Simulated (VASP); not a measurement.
# As (P6_3/mmc) in VASP: further runs

The runs below take As through single point, with PBE.

Everything below comes from runs of VASP 6.6.1. Logs are shortened: lines on timing, memory, paths and dates and some standing lists are left out, and cuts for length are marked.

## Step 1: The cell of the first run

It takes space group P6_3/mmc (No. 194, hexagonal). The conventional cell has a = 3.053 Å, b = 3.053 Å, c = 4.763 Å, α = 90.00°, β = 90.00°, γ = 120.00°. Within 3.9 Å of As (site symmetry -6m2) lie 12 As at 2.96 to 3.05 Å.

## Step 2: Single point, PBE

INCAR reads:

```
SYSTEM = As
ALGO = Normal
EDIFF = 1E-7
ENCUT = 520
GGA = PE
ISIF = 2
ISMEAR = -1
LASPH = .True.
LCHARG = .False.
LREAL = .False.
LWAVE = .False.
NBANDS = 12
NELM = 80
PREC = Accurate
SIGMA = 0.05
```

KPOINTS reads:

```
k-points
0
Gamma
  16 16 9
  0 0 0
```

POSCAR reads:

```
As
1.0
    3.0532622701      0.0000000000      0.0000000000
   -1.5266311350      2.6442026903      0.0000000000
    0.0000000000      0.0000000000      4.7628345845
As
2
Direct
    0.3333333333      0.6666666667      0.2500000000
    0.6666666667      0.3333333333      0.7500000000
```

Potentials or basis: VASP PAW PBE potentials, release 64 (As).

Launch:

```sh
cat potpaw_PBE.64/As/POTCAR > POTCAR
mpirun -np 1 vasp_std > vasp.out
```

OUTCAR:

```text
SYSTEM = As
   EDIFF = 1E-7
   ENCUT = 520
   GGA = PE
   ISIF = 2
   ISMEAR = -1
   LASPH = .True.
   LREAL = .False.
   NELM = 80
   PREC = Accurate

 ion  position               nearest neighbor table
   1  0.333  0.667  0.250-
   2  0.667  0.333  0.750-

  LATTYP: Found a hexagonal cell.
 ALAT       =     3.0532622701
 C/A-ratio  =     1.5599166279

  Lattice vectors:

 A1 = (   3.0532622701,   0.0000000000,   0.0000000000)
 A2 = (  -1.5266311350,   2.6442026903,   0.0000000000)
 A3 = (   0.0000000000,   0.0000000000,   4.7628345845)

Analysis of symmetry for initial positions (statically):
=====================================================================
 Subroutine PRICEL returns:
 Original cell was already a primitive cell.

 Routine SETGRP: Setting up the symmetry group for a
 hexagonal supercell.

 Subroutine GETGRP returns: Found 24 space group operations
 (whereof 12 operations were pure point group operations)
 out of a pool of 24 trial point group operations.

The static configuration has the point symmetry D_3d.
 The point group associated with its full space group is D_6h.

Analysis of symmetry for dynamics (positions and initial velocities):
=====================================================================
 Subroutine PRICEL returns:
 Original cell was already a primitive cell.

 Routine SETGRP: Setting up the symmetry group for a
 hexagonal supercell.

 Subroutine GETGRP returns: Found 24 space group operations
 (whereof 12 operations were pure point group operations)
 out of a pool of 24 trial point group operations.

The dynamic configuration has the point symmetry D_3d.
 The point group associated with its full space group is D_6h.

 Subroutine INISYM returns: Found 24 space group operations
 (whereof 12 operations are pure point group operations),
 and found     1 'primitive' translations

----------------------------------------------------------------------------------------

                                     Primitive cell

  volume of cell :      38.4525

  direct lattice vectors                    reciprocal lattice vectors
     3.053262270  0.000000000  0.000000000     0.327518540  0.189092917  0.000000000
    -1.526631135  2.644202690  0.000000000     0.000000000  0.378185834  0.000000000
     0.000000000  0.000000000  4.762834585     0.000000000  0.000000000  0.209959003

  length of vectors
     3.053262270  3.053262270  4.762834585     0.378185834  0.378185834  0.209959003

  position of ions in fractional coordinates (direct lattice)
     0.333333333  0.666666667  0.250000000
     0.666666667  0.333333333  0.750000000

  ion indices of the primitive-cell ions
   primitive index   ion index
                 1           1
                 2           2

----------------------------------------------------------------------------------------

 KPOINTS: k-points

Automatic generation of k-mesh.
 Grid dimensions read from file:
 generate k-points for:   16   16    9

 Generating k-lattice:

  Cartesian coordinates                     Fractional coordinates (reciprocal lattice)
     0.020469909  0.011818307  0.000000000     0.062500000  0.000000000  0.000000000
     0.000000000  0.023636615  0.000000000     0.000000000  0.062500000  0.000000000
     0.000000000  0.000000000  0.023328778     0.000000000  0.000000000  0.111111111

  Length of vectors
     0.023636615  0.023636615  0.023328778

  Shift w.r.t. Gamma in fractional coordinates (k-lattice)
     0.000000000  0.000000000  0.000000000

 Subroutine IBZKPT returns following result:
 ===========================================

 Found    150 irreducible k-points:

 Following reciprocal coordinates:
            Coordinates               Weight
  0.000000  0.000000  0.000000      1.000000
  0.062500 -0.000000  0.000000      6.000000
  0.125000 -0.000000  0.000000      6.000000
  0.187500 -0.000000  0.000000      6.000000
  0.250000 -0.000000  0.000000      6.000000
  0.312500  0.000000  0.000000      6.000000
[... 16 lines left out ...]
  0.187500  0.187500  0.000000      6.000000
  0.250000  0.187500  0.000000     12.000000
 [... further k-points ...]
   k-points           NKPTS =    150   k-points in BZ     NKDIM =    150   number of bands    NBANDS=     12
   number of dos      NEDOS =    301   number of ions     NIONS =      2
   total plane-waves  NPLWV =  20736
   dimension x,y,z NGX =    24 NGY =   24 NGZ =   36
   dimension x,y,z NGXF=    48 NGYF=   48 NGZF=   72
   ions per type =               2
   NGX,Y,Z   is equivalent  to a cutoff of  13.07, 13.07, 12.57 a.u.
   NGXF,Y,Z  is equivalent  to a cutoff of  26.14, 26.14, 25.13 a.u.
 SYSTEM =  As
   PREC   = accura    normal or accurate (medium, high low for compatibility)
   ISTART =      0    job   : 0-new  1-cont  2-samecut
   ICHARG =      2    charge: 1-file 2-atom 10-const
   ISPIN  =      1    spin polarized calculation?
   LNONCOLLINEAR =      F non collinear calculations
   LSORBIT =      F    spin-orbit coupling
   LASPH  =      T    aspherical Exc in radial PAW
   ENCUT  =  520.0 eV  38.22 Ry    6.18 a.u.   5.68  5.68  8.86*2*pi/ulx,y,z
   NELM   =     80;   NELMIN=  2; NELMDL= -5     # of ELM steps
   EDIFF  = 0.1E-06   stopping-criterion for ELM
   LREAL  =      F    real-space projection
   EDIFFG = 0.1E-05   stopping-criterion for IOM
   NSW    =      0    number of steps for IOM
   IBRION =     -1    ionic relax: 0-MD 1-quasi-New 2-CG
   NFREE  =      0    steps in history (QN), initial steepest desc. (CG)
   ISIF   =      2    stress and relaxation
   ISYM   =      2    0-nonsym 1-usesym 2-fastsym
   POTIM  = 0.5000    time-step for ionic-motion
   TEBEG  =    0.0;   TEEND  =   0.0 temperature during run
   PSTRESS=    0.0 pullay stress
   NELECT =      10.0000    total number of electrons
   NUPDOWN=      -1.0000    fix difference up-down
   EMIN   =  10.00;   EMAX   =-10.00  energy-range for DOS
   EFERMI =   0.00;   METHOD = LEGACY
   ISMEAR =    -1;   SIGMA  =   0.05  broadening in eV -4-tet -1-fermi 0-gaus
   EFERMI_NEDOS =   21; number of points for ismear=-14 and -15
   IALGO  =     38    algorithm
   IMIX   =      4    mixing-type and parameters
     AMIX     =   0.40;   BMIX     =  1.00
     AMIX_MAG =   1.60;   BMIX_MAG =  1.00
  volume/ion in A,a.u.               =      19.23       129.75
  Fermi-wavevector in a.u.,A,eV,Ry     =   1.044961  1.974690 14.856791  1.091943
  Thomas-Fermi vector in A             =   2.179736
   LORBIT       =      0    0 simple, 1 ext, 2 COOP (PROOUT), +10 PAW based schemes
   GGA     = PE    functional components
   LHFCALC =     F    Hartree Fock is set to
   AEXX    =    0.0000 exact exchange contribution
   IVDW    =     0    specifies the selected vdW correction
   LEPSILON=     F    determine dielectric tensor
   LRPA    =     F    only Hartree local field effects (RPA)
 non-spin polarized calculation
  energy-cutoff  :      520.00
  volume of cell :       38.45
 maximum number of plane-waves:      1085
 NGX is ok and might be reduce to    24
   NGX = 11   NGY = 11   NGZ = 17

 number of electron      10.0000000 magnetization

 number of electron       9.9999997 magnetization

 Free energy of the ion-electron system (eV)
  ---------------------------------------------------
  ext. energy  EPLUGINS =         0.00000000
  ---------------------------------------------------
  free energy    TOTEN  =        -8.34400814 eV

  energy without entropy =       -8.33583030  energy(sigma->0) =       -8.33991922

 E-fermi :   6.4598     XC(G=0): -10.7319

 val. band max:        6.4372432736   @ k =   0.4375   0.0625   0.0000
 cond. band min:       6.4686125600   @ k =   0.2500   0.2500   0.2222
 fundamental gap:      0.0313692864
 Fermi energy:         6.4598167663

 k-point     1 :       0.0000    0.0000    0.0000
  band No.  band energies     occupation
      1      -8.6359      2.00000
      2      -3.7814      2.00000
      3      -0.1464      2.00000
      4       9.8059      0.00000
      5       9.8059      0.00000
      6      11.6586      0.00000
      7      11.6586      0.00000
      8      12.7722      0.00000
      9      15.0625      0.00000
     10      17.8579      0.00000
     11      18.3389      0.00000
     12      18.3389      0.00000

 k-point     2 :       0.0625   -0.0000    0.0000
  band No.  band energies     occupation
      1      -8.5581      2.00000
      2      -3.7167      2.00000
      3      -0.0664      2.00000
      4       9.0483      0.00000
      5       9.5376      0.00000
      6      11.2951      0.00000
      7      11.7347      0.00000
      8      12.6444      0.00000
      9      15.5579      0.00000
     10      17.2361      0.00000
     11      18.4426      0.00000
     12      19.0839      0.00000

 k-point     3 :       0.1250   -0.0000    0.0000
  band No.  band energies     occupation
      1      -8.3253      2.00000
      2      -3.5267      2.00000
      3       0.1725      2.00000
      4       7.4725      0.00000
      5       8.9536      0.00000
      6      10.3238      0.00000
      7      11.7607      0.00000
      8      12.2327      0.00000
      9      15.4222      0.00000
     10      17.4633      0.00000
     11      18.9099      0.00000
     12      18.9932      0.00000
[... 286 lines left out ...]
 k-point    23 :       0.1875    0.1875    0.0000
  band No.  band energies     occupation
      1      -6.5895      2.00000
      2      -2.3936      2.00000
      3       1.9494      2.00000
      4       3.3993      2.00000
      5       4.2801      2.00000
      6       7.7403      0.00000
      7       8.9362      0.00000
      8       9.3054      0.00000
      9      14.2449      0.00000
     10      16.2674      0.00000
     11      17.0806      0.00000
     12      19.4201      0.00000

 k-point    24 :       0.2500    0.1875    0.0000
  band No.  band energies     occupation
      1      -5.8755      2.00000
      2      -2.2120      2.00000
      3       2.5795      2.00000
      4       2.6801      2.00000
      5       3.5570      2.00000
      6       6.6310      0.06316
      7       8.2529      0.00000
      8       8.3125      0.00000
      9      13.2860      0.00000
     10      16.1399      0.00000
     11      18.3882      0.00000
     12      19.9241      0.00000

 [... further k-points ...]

------------------------ aborting loop because EDIFF is reached ----------------------------------------

  FORCE on cell =-STRESS in cart. coord.  units (eV):
  Direction    XX          YY          ZZ          XY          YZ          ZX
  --------------------------------------------------------------------------------------
  -------------------------------------------------------------------------------------
  Total        0.0132947      0.0132947      0.0184974      0.0000000     -0.0000000      0.0000000
  in kB        0.5539408      0.5539408      0.7707189      0.0000000     -0.0000000      0.0000000
  external PRESSURE =       0.6262002 kB  Pullay stress =       0.0000000 kB

 VOLUME and BASIS-vectors are now :
 -----------------------------------------------------------------------------
  energy-cutoff  :      520.00
  volume of cell :       38.45
      direct lattice vectors                 reciprocal lattice vectors
     3.053262270  0.000000000  0.000000000     0.327518540  0.189092917  0.000000000
    -1.526631135  2.644202690  0.000000000     0.000000000  0.378185834  0.000000000
     0.000000000  0.000000000  4.762834585     0.000000000  0.000000000  0.209959003

 POSITION                                       TOTAL-FORCE (eV/Angst)
 -----------------------------------------------------------------------------------
     -0.00000      1.76280      1.19071         0.000000     -0.000000      0.000000
      1.52663      0.88140      3.57213        -0.000000      0.000000      0.000000
 -----------------------------------------------------------------------------------
    total drift:                               -0.000000      0.000000      0.000000

  FREE ENERGIE OF THE ION-ELECTRON SYSTEM (eV)
  ---------------------------------------------------
  free  energy   TOTEN  =        -8.3440081362 eV

  energy  without entropy=       -8.3358302980  energy(sigma->0) =       -8.33991922
```

Run time: 38 s. Hardware: 1 thread of AMD EPYC 9R45 (Zen 5), shared host; peak memory 0.16 GiB.

What came out:

```
Free energy            : -8.3440 eV
Pressure               : 0.1 GPa
Band gap on the k mesh : zero (band 5 reaches 10.57 eV, above the bottom of band 6 at 3.26 eV)
```

## Step 3: Single point, PBE

INCAR reads:

```
PREC = Accurate ; ENCUT = 520
EDIFF = 1E-6 ; ISMEAR = -1
SIGMA = 0.05 ; LREAL = False
LASPH = True ; NELM = 60
ALGO = Normal ; ISIF = 2
LWAVE = False ; LCHARG = False
GGA = PE ; NBANDS = 12
```

KPOINTS reads:

```
regular mesh
0
Gamma
  16 16 9
```

POSCAR is that of step 2.

Potentials or basis: VASP PAW PBE potentials, release 64 (As).

Launch:

```sh
cat potpaw_PBE.64/As/POTCAR > POTCAR
mpirun -np 1 vasp_std > vasp.out
```

Run time: 34 s. Hardware: 1 thread of AMD EPYC 9R45 (Zen 5), shared host; peak memory 0.16 GiB.

It converged, with:

| Item | Value |
| --- | --- |
| Free energy | -8.3440 eV |
| Pressure | 0.1 GPa |
| Band gap on the k mesh | zero (band 5 reaches 10.57 eV, above the bottom of band 6 at 3.26 eV) |

Levels at points of the mesh, in eV from the Fermi level:
```
           k point  band 2  band 3  band 4  band 5  band 6  band 7  band 8  band 9
(0.00, 0.00, 0.00)  -10.24   -6.61    3.35    3.35    5.20    5.20    6.31    8.60
(0.50, 0.00, 0.00)   -9.55   -4.82   -3.10   -2.64   -0.19    0.10    4.01    5.08
```
